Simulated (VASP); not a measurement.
Here is a VASP 6.6.1 calculation.

Contents of INCAR:

```
SYSTEM = Cu
PREC = Accurate
ENCUT = 520
EDIFF = 1E-7
ISMEAR = 0
SIGMA = 0.15
LREAL = .False.
LASPH = .True.
NELM = 80
ALGO = Normal
ISIF = 2
LWAVE = .False.
LCHARG = .False.
GGA = PS
NBANDS = 12
```

The input KPOINTS:

```
Automatic mesh
0
Gamma
  24 24 24
  0 0 0
```

The input POSCAR:

```
Cu
1.0
   -1.4067234870      1.4067234870      1.3760814500
    1.4067234870     -1.4067234870      1.3760814500
    1.4067234870      1.4067234870     -1.3760814500
Cu
1
Direct
    0.0000000000      0.0000000000      0.0000000000
```

Potentials or basis: VASP PAW PBE potentials, release 64 (Cu).

Run with:

```console
$ cat potpaw_PBE.64/Cu/POTCAR > POTCAR
$ mpirun -np 1 vasp_std > vasp.out
```

**Question.** Predict the pressure.

**Answer.** 8.4 GPa.

Caveat: the cell differs from its parent crystal (strain -0.0250 x Voigt [1, 1, 0, 0, 0, 0]); the PAW data sets were made with another functional, which shifts forces and pressure a little.
